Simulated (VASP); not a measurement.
A run of VASP 6.6.1 is set up as follows.

INCAR

```
SYSTEM = NiSb
PREC = Accurate ; ENCUT = 520
EDIFF = 1E-6 ; ISMEAR = 0
SIGMA = 0.05 ; LREAL = .FALSE.
LASPH = .TRUE. ; NELM = 150
ALGO = Normal ; ISIF = 2
LWAVE = .FALSE. ; LCHARG = .FALSE.
ISPIN = 2 ; MAGMOM = 0.05 0.05 0 0
LORBIT = 11 ; LMAXMIX = 4
GGA = RE ; IVDW = 13
NBANDS = 27
```

File KPOINTS:

```
regular mesh
0
G
  8 8 6
  0 0 0
```

Contents of POSCAR:

```
NiSb
1.0
    3.9550182067      0.0000000000      0.0000000000
   -1.9775091033      3.4251462394      0.0000000000
    0.0000000000      0.0000000000      5.1891872148
Ni Sb
2 2
Direct
    0.0000000000      0.0000000000      0.0000000000
    0.0000000000      0.0000000000      0.5000000000
    0.3333333333      0.6666666667      0.2500000000
    0.6666666667      0.3333333333      0.7500000000
```

Potentials or basis: VASP PAW PBE potentials, release 64 (Ni, Sb).

Launch:

```console
$ cat potpaw_PBE.64/Ni/POTCAR potpaw_PBE.64/Sb/POTCAR > POTCAR
$ mpirun -np 1 vasp_std > vasp.out
```

(1) Estimate the net moment.

(2) Estimate the pressure.

(3) What does it give for the band gap on the k mesh?

(4) Predict the dispersion energy per atom.

Answers

(1) 0.00 μB per cell.

(2) -4.3 GPa.

(3) zero (filled and empty bands overlap).

(4) -0.887 eV.

Caveat: the cell stands under tension; the PAW data sets were made with another functional, which shifts forces and pressure a little; spin-orbit coupling is left out, which moves the levels of the heavy elements.
